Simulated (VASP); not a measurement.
# BAs (Pm-3m) in VASP: single point with PBE

Aim: the single point of BAs with PBE.

All numbers are computed with VASP 6.6.1; they aren't measurements. Logs are shortened: lines on timing, memory, paths and dates and some standing lists are left out, and cuts for length are marked.

## Step 1: The cell of the first run

It takes space group Pm-3m (No. 221, cubic). The conventional cell has a = 2.925 Å, b = 2.925 Å, c = 2.925 Å, α = 90.00°, β = 90.00°, γ = 90.00°. B (site symmetry m-3m) has 8 As at 2.53 Å and 6 B at 2.93 Å within 3.3 Å. Within 3.3 Å of As (site symmetry m-3m) lie 8 B at 2.53 Å and 6 As at 2.93 Å.

## Step 2: Single point, PBE

Input file INCAR:

```
SYSTEM = BAs
PREC     = Accurate       ! precision mode
ENCUT    = 500            ! plane-wave cutoff, eV
EDIFF    = 1E-6           ! SCF threshold, eV
ISMEAR   = -1             ! smearing method
SIGMA    = 0.02           ! smearing width, eV
LREAL    = .FALSE.        ! projectors in reciprocal space
LASPH    = .TRUE.         ! aspherical terms in the spheres
NELM     = 120            ! most SCF steps
ALGO     = Normal         ! electronic algorithm
ISIF     = 2              ! what is computed and relaxed
LWAVE    = .FALSE.        ! write WAVECAR
LCHARG   = .FALSE.        ! write CHGCAR
GGA      = PE             ! functional
NBANDS   = 11             ! bands
GGA_COMPAT= .FALSE.
```

Input file KPOINTS:

```
regular mesh
0
G
  6 6 6
  0 0 0
```

Input file POSCAR:

```
BAs
1.0
    2.9251576732      0.0000000000      0.0000000000
    0.0000000000      2.9251576732      0.0000000000
    0.0000000000      0.0000000000      2.9251576732
B As
1 1
Direct
    0.0000000000      0.0000000000      0.0000000000
    0.5000000000      0.5000000000      0.5000000000
```

Potentials or basis: VASP PAW PBE potentials, release 64 (B, As).

Run with:

```console
cat potpaw_PBE.64/B/POTCAR potpaw_PBE.64/As/POTCAR > POTCAR
mpirun -np 1 vasp_std > vasp.out
```

OUTCAR:

```text
SYSTEM = BAs
   PREC = Accurate
   ENCUT = 500
   EDIFF = 1E-6
   ISMEAR = -1
   LREAL = .FALSE.
   LASPH = .TRUE.
   NELM = 120
   ISIF = 2
   GGA = PE

 ion  position               nearest neighbor table
   1  0.000  0.000  0.000-   2 2.53   2 2.53   2 2.53   2 2.53   2 2.53   2 2.53   2 2.53   2 2.53

   2  0.500  0.500  0.500-   1 2.53   1 2.53   1 2.53   1 2.53   1 2.53   1 2.53   1 2.53   1 2.53

  LATTYP: Found a simple cubic cell.
 ALAT       =     2.9251576732

  Lattice vectors:

 A1 = (   2.9251576732,   0.0000000000,   0.0000000000)
 A2 = (   0.0000000000,   2.9251576732,   0.0000000000)
 A3 = (   0.0000000000,   0.0000000000,   2.9251576732)

Analysis of symmetry for initial positions (statically):
=====================================================================
 Subroutine PRICEL returns:
 Original cell was already a primitive cell.

 Routine SETGRP: Setting up the symmetry group for a
 simple cubic supercell.

 Subroutine GETGRP returns: Found 48 space group operations
 (whereof 48 operations were pure point group operations)
 out of a pool of 48 trial point group operations.

The static configuration has the point symmetry O_h .

Analysis of symmetry for dynamics (positions and initial velocities):
=====================================================================
 Subroutine PRICEL returns:
 Original cell was already a primitive cell.

 Routine SETGRP: Setting up the symmetry group for a
 simple cubic supercell.

 Subroutine GETGRP returns: Found 48 space group operations
 (whereof 48 operations were pure point group operations)
 out of a pool of 48 trial point group operations.

The dynamic configuration has the point symmetry O_h .

 Subroutine INISYM returns: Found 48 space group operations
 (whereof 48 operations are pure point group operations),
 and found     1 'primitive' translations

----------------------------------------------------------------------------------------

                                     Primitive cell

  volume of cell :      25.0293

  direct lattice vectors                    reciprocal lattice vectors
     2.925157673  0.000000000  0.000000000     0.341861914  0.000000000  0.000000000
     0.000000000  2.925157673  0.000000000     0.000000000  0.341861914  0.000000000
     0.000000000  0.000000000  2.925157673     0.000000000  0.000000000  0.341861914

  length of vectors
     2.925157673  2.925157673  2.925157673     0.341861914  0.341861914  0.341861914

  position of ions in fractional coordinates (direct lattice)
     0.000000000  0.000000000  0.000000000
     0.500000000  0.500000000  0.500000000

  ion indices of the primitive-cell ions
   primitive index   ion index
                 1           1
                 2           2

----------------------------------------------------------------------------------------

 KPOINTS: regular mesh

Automatic generation of k-mesh.
 Grid dimensions read from file:
 generate k-points for:    6    6    6

 Generating k-lattice:

  Cartesian coordinates                     Fractional coordinates (reciprocal lattice)
     0.056976986  0.000000000  0.000000000     0.166666667  0.000000000  0.000000000
     0.000000000  0.056976986  0.000000000     0.000000000  0.166666667  0.000000000
     0.000000000  0.000000000  0.056976986     0.000000000  0.000000000  0.166666667

  Length of vectors
     0.056976986  0.056976986  0.056976986

  Shift w.r.t. Gamma in fractional coordinates (k-lattice)
     0.000000000  0.000000000  0.000000000

 Subroutine IBZKPT returns following result:
 ===========================================

 Found     20 irreducible k-points:

 Following reciprocal coordinates:
            Coordinates               Weight
  0.000000  0.000000  0.000000      1.000000
  0.166667  0.000000  0.000000      6.000000
  0.333333  0.000000  0.000000      6.000000
  0.500000  0.000000  0.000000      3.000000
  0.166667  0.166667  0.000000     12.000000
  0.333333  0.166667  0.000000     24.000000
[... 12 lines left out ...]
  0.500000  0.500000  0.333333      6.000000
  0.500000  0.500000  0.500000      1.000000
   k-points           NKPTS =     20   k-points in BZ     NKDIM =     20   number of bands    NBANDS=     11
   number of dos      NEDOS =    301   number of ions     NIONS =      2
   total plane-waves  NPLWV =  13824
   dimension x,y,z NGX =    24 NGY =   24 NGZ =   24
   dimension x,y,z NGXF=    48 NGYF=   48 NGZF=   48
   ions per type =               1   1
   NGX,Y,Z   is equivalent  to a cutoff of  13.64, 13.64, 13.64 a.u.
   NGXF,Y,Z  is equivalent  to a cutoff of  27.28, 27.28, 27.28 a.u.
 SYSTEM =  BAs
   PREC   = accura    normal or accurate (medium, high low for compatibility)
   ISTART =      0    job   : 0-new  1-cont  2-samecut
   ICHARG =      2    charge: 1-file 2-atom 10-const
   ISPIN  =      1    spin polarized calculation?
   LNONCOLLINEAR =      F non collinear calculations
   LSORBIT =      F    spin-orbit coupling
   LASPH  =      T    aspherical Exc in radial PAW
   ENCUT  =  500.0 eV  36.75 Ry    6.06 a.u.   5.33  5.33  5.33*2*pi/ulx,y,z
   NELM   =    120;   NELMIN=  2; NELMDL= -5     # of ELM steps
   EDIFF  = 0.1E-05   stopping-criterion for ELM
   LREAL  =      F    real-space projection
   EDIFFG = 0.1E-04   stopping-criterion for IOM
   NSW    =      0    number of steps for IOM
   IBRION =     -1    ionic relax: 0-MD 1-quasi-New 2-CG
   NFREE  =      0    steps in history (QN), initial steepest desc. (CG)
   ISIF   =      2    stress and relaxation
   ISYM   =      2    0-nonsym 1-usesym 2-fastsym
   POTIM  = 0.5000    time-step for ionic-motion
   TEBEG  =    0.0;   TEEND  =   0.0 temperature during run
   PSTRESS=    0.0 pullay stress
   NELECT =       8.0000    total number of electrons
   NUPDOWN=      -1.0000    fix difference up-down
   EMIN   =  10.00;   EMAX   =-10.00  energy-range for DOS
   EFERMI =   0.00;   METHOD = LEGACY
   ISMEAR =    -1;   SIGMA  =   0.02  broadening in eV -4-tet -1-fermi 0-gaus
   EFERMI_NEDOS =   21; number of points for ismear=-14 and -15
   IALGO  =     38    algorithm
   IMIX   =      4    mixing-type and parameters
     AMIX     =   0.40;   BMIX     =  1.00
     AMIX_MAG =   1.60;   BMIX_MAG =  1.00
  volume/ion in A,a.u.               =      12.51        84.45
  Fermi-wavevector in a.u.,A,eV,Ry     =   1.119323  2.115214 17.046531  1.252885
  Thomas-Fermi vector in A             =   2.255961
   LORBIT       =      0    0 simple, 1 ext, 2 COOP (PROOUT), +10 PAW based schemes
   GGA     = PE    functional components
   LHFCALC =     F    Hartree Fock is set to
   AEXX    =    0.0000 exact exchange contribution
   IVDW    =     0    specifies the selected vdW correction
   LEPSILON=     F    determine dielectric tensor
   LRPA    =     F    only Hartree local field effects (RPA)
 non-spin polarized calculation
  energy-cutoff  :      500.00
  volume of cell :       25.03
 maximum number of plane-waves:       655
 NGX is ok and might be reduce to    24
   NGX = 11   NGY = 11   NGZ = 11

 number of electron       8.0000000 magnetization

 Free energy of the ion-electron system (eV)
  ---------------------------------------------------
  ext. energy  EPLUGINS =         0.00000000
  ---------------------------------------------------
  free energy    TOTEN  =        -8.38121099 eV

  energy without entropy =       -8.37918905  energy(sigma->0) =       -8.38020002

 E-fermi :   7.3414     XC(G=0): -11.4746

 val. band max:        7.3183281671   @ k =   0.1667   0.1667   0.0000
 cond. band min:       7.3586759671   @ k =   0.5000   0.5000   0.3333
 fundamental gap:      0.0403478000
 Fermi energy:         7.3413746140

 k-point     1 :       0.0000    0.0000    0.0000
  band No.  band energies     occupation
      1      -8.5469      2.00000
      2       6.4219      2.00000
      3       6.4219      2.00000
      4       6.4219      2.00000
      5       7.1110      1.99998
      6      12.9292      0.00000
      7      12.9292      0.00000
      8      16.6896      0.00000
      9      16.6896      0.00000
     10      16.6896      0.00000
     11      26.2611      0.00000

 k-point     2 :       0.1667    0.0000    0.0000
  band No.  band energies     occupation
      1      -8.1068      2.00000
      2       3.0462      2.00000
      3       6.8752      2.00000
      4       6.8752      2.00000
      5       8.5095      0.00000
      6      13.3802      0.00000
      7      15.0608      0.00000
      8      15.5703      0.00000
      9      15.5703      0.00000
     10      16.5991      0.00000
     11      24.7596      0.00000

 k-point     3 :       0.3333    0.0000    0.0000
  band No.  band energies     occupation
      1      -6.8442      2.00000
      2      -0.6856      2.00000
      3       8.2064      0.00000
      4       8.2064      0.00000
      5       9.6282      0.00000
      6      13.0214      0.00000
      7      13.0214      0.00000
      8      13.4332      0.00000
      9      14.7051      0.00000
     10      20.6270      0.00000
     11      21.8158      0.00000

 k-point     4 :       0.5000    0.0000    0.0000
  band No.  band energies     occupation
      1      -5.5645      2.00000
      2      -2.8319      2.00000
      3      10.0999      0.00000
      4      10.0999      0.00000
      5      10.5842      0.00000
      6      10.5842      0.00000
      7      10.7331      0.00000
      8      11.9061      0.00000
      9      16.2410      0.00000
     10      18.1541      0.00000
     11      25.8236      0.00000
[... 183 lines left out ...]
 k-point    18 :       0.5000    0.3333    0.3333
  band No.  band energies     occupation
      1      -2.1438      2.00000
      2       0.6028      2.00000
      3       3.8623      2.00000
      4       5.1612      2.00000
      5       5.2814      2.00000
      6       6.0625      2.00000
      7      10.2510      0.00000
      8      10.2771      0.00000
      9      24.1140      0.00000
     10      24.6953      0.00000
     11      25.3833      0.00000

 k-point    19 :       0.5000    0.5000    0.3333
  band No.  band energies     occupation
      1      -0.9660      2.00000
      2       2.3205      2.00000
      3       2.3205      2.00000
      4       3.2045      2.00000
      5       6.1117      2.00000
      6       7.3587      0.59256
      7       7.9798      0.00000
      8       7.9798      0.00000
      9      25.4564      0.00000
     10      25.7300      0.00000
     11      25.7300      0.00000

 k-point    20 :       0.5000    0.5000    0.5000
  band No.  band energies     occupation
      1       0.0381      2.00000
      2       4.2028      2.00000
      3       4.2028      2.00000
      4       4.2028      2.00000
      5       4.7142      2.00000
      6       5.2598      2.00000
      7       5.2598      2.00000
      8       5.2598      2.00000
      9      26.8112      0.00000
     10      26.8112      0.00000
     11      26.8112      0.00000

------------------------ aborting loop because EDIFF is reached ----------------------------------------

  FORCE on cell =-STRESS in cart. coord.  units (eV):
  Direction    XX          YY          ZZ          XY          YZ          ZX
  --------------------------------------------------------------------------------------
  -------------------------------------------------------------------------------------
  Total        0.3857641      0.3857641      0.3857641      0.0000000      0.0000000      0.0000000
  in kB       24.6936091     24.6936091     24.6936091      0.0000000      0.0000000      0.0000000
  external PRESSURE =      24.6936091 kB  Pullay stress =       0.0000000 kB

 VOLUME and BASIS-vectors are now :
 -----------------------------------------------------------------------------
  energy-cutoff  :      500.00
  volume of cell :       25.03
      direct lattice vectors                 reciprocal lattice vectors
     2.925157673  0.000000000  0.000000000     0.341861914  0.000000000  0.000000000
     0.000000000  2.925157673  0.000000000     0.000000000  0.341861914  0.000000000
     0.000000000  0.000000000  2.925157673     0.000000000  0.000000000  0.341861914

 POSITION                                       TOTAL-FORCE (eV/Angst)
 -----------------------------------------------------------------------------------
      0.00000      0.00000      0.00000         0.000000      0.000000      0.000000
      1.46258      1.46258      1.46258         0.000000      0.000000      0.000000
 -----------------------------------------------------------------------------------
    total drift:                                0.000000     -0.000000     -0.000000

  FREE ENERGIE OF THE ION-ELECTRON SYSTEM (eV)
  ---------------------------------------------------
  free  energy   TOTEN  =        -8.3812109854 eV

  energy  without entropy=       -8.3791890544  energy(sigma->0) =       -8.38020002
```

Run time: 7.6 s. Hardware: 1 thread of Intel Xeon 8259CL, shared host; peak memory 0.14 GiB.

Results:

- Free energy: -8.3812 eV
- Pressure: 2.5 GPa
- Band gap on the k mesh: zero (band 4 reaches 10.10 eV, above the bottom of band 5 at 4.71 eV)
